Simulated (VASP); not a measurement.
# Cu: single point with PBEsol

The system is Cu.

```
CELL_PARAMETERS angstrom
1.44509 -1.44509 -1.36001
1.44509 1.44509 -1.36001
2.89018 0.00000 2.72001
ATOMIC_POSITIONS crystal
Cu 0.00000 0.00000 0.00000
Cu 0.50000 0.50000 0.50000
```

```yaml
Program: VASP 6.6.1
Task: single point
Functional: PBEsol
Potentials_or_basis: VASP PAW PBE potentials, release 64 (Cu)
Cutoff: 520 eV
k_mesh: 14 × 14 × 8
Occupations: gaussian, width 0.15 eV
Spin: no spin polarisation
Dipole_correction: no
Further_INCAR_settings: ALGO = Fast; EDIFF = 1e-06; NBANDS = 18
```

```json
{
  "Pressure": "1.1 GPa",
  "Band gap on the k mesh": "zero (bands 11 and 12 overlap by 6.27 eV)"
}
```

Stress tensor (GPa, compression positive):
```
1.05 0.00 0.04
0.00 1.13 0.00
0.04 0.00 1.16
```

Levels at points of the mesh, in eV from the Fermi level:
```tsv
k point	band 7	band 8	band 9	band 10	band 11	band 12	band 13	band 14	band 15	band 16
(0.00, 0.00, 0.00)	-2.32	-2.20	-2.04	-1.93	-1.39	-0.56	4.77	17.28	17.40	21.33
(0.50, 0.00, 0.00)	-2.27	-2.27	-2.05	-2.05	0.25	0.25	8.69	8.69	10.00	10.00
(0.50, 0.50, 0.00)	-1.59	-1.59	-1.53	-1.39	-0.56	4.77	7.55	7.55	9.94	13.27
(0.00, 0.00, 0.50)	-2.40	-2.40	-2.26	-2.26	-2.14	-2.14	14.31	14.31	20.15	20.15
(0.50, 0.00, 0.50)	-2.12	-1.93	-1.42	-1.39	-1.04	-0.56	4.10	4.77	17.28	17.40
(0.50, 0.50, 0.50)	-2.50	-2.50	-1.47	-1.47	3.46	3.46	5.84	5.84	11.16	11.16
```

Wall time 77 s on 1 thread of Intel(R) Xeon(R) 6975P-C (Granite Rapids) (shared host), peak memory 0.24 GiB.

Caveat: the PAW data sets were made with another functional, which shifts forces and pressure a little.
